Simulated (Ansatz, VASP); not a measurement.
One calculation of SrSn3Te4, two programs

```
Sn Te Sr
1.0
    -3.28019    3.28019    6.58399
     3.28019   -3.28019    6.58399
     3.28019    3.28019   -6.58399
Sn Te Sr
3 4 1
Direct
  0.75000 0.25000 0.50000
  0.00000 0.00000 0.00000
  0.25000 0.75000 0.50000
  0.50000 0.00000 0.50000
  0.75595 0.75595 0.00000
  0.00000 0.50000 0.50000
  0.24405 0.24405 0.00000
  0.50000 0.50000 0.00000
```

Alike in both runs: task single point; functional PBE; k mesh 4 × 4 × 4; no spin polarisation.

|  | VASP | Ansatz |
| --- | --- | --- |
| version | VASP 6.6.1 | Ansatz 0.2.0 |
| potentials or method | VASP PAW PBE potentials, release 64 (Sn_d, Te, Sr_sv) | plane waves, PAW |
| plane-wave cutoff (eV) | 520 | 420 |
| occupations | gaussian, width 0.01 eV | fixed |
| valence electrons in the cell | 76 | 116 |

|  | VASP | Ansatz | Ansatz less VASP |
| --- | --- | --- | --- |
| gap on the k mesh at the Fermi level (eV) | 0.43 | 0.43 | 0.000 |
| pressure (GPa) | -1.1 | -1.1 | -0.01 |
| rms of the force components (eV/Å) | 0.020 | 0.018 | -0.0016 |

VASP's potentials hold 76 valence electrons a cell and Ansatz's 116, so a difference there can come from the potentials and not from the codes.

Neither program's run includes spin-orbit coupling.
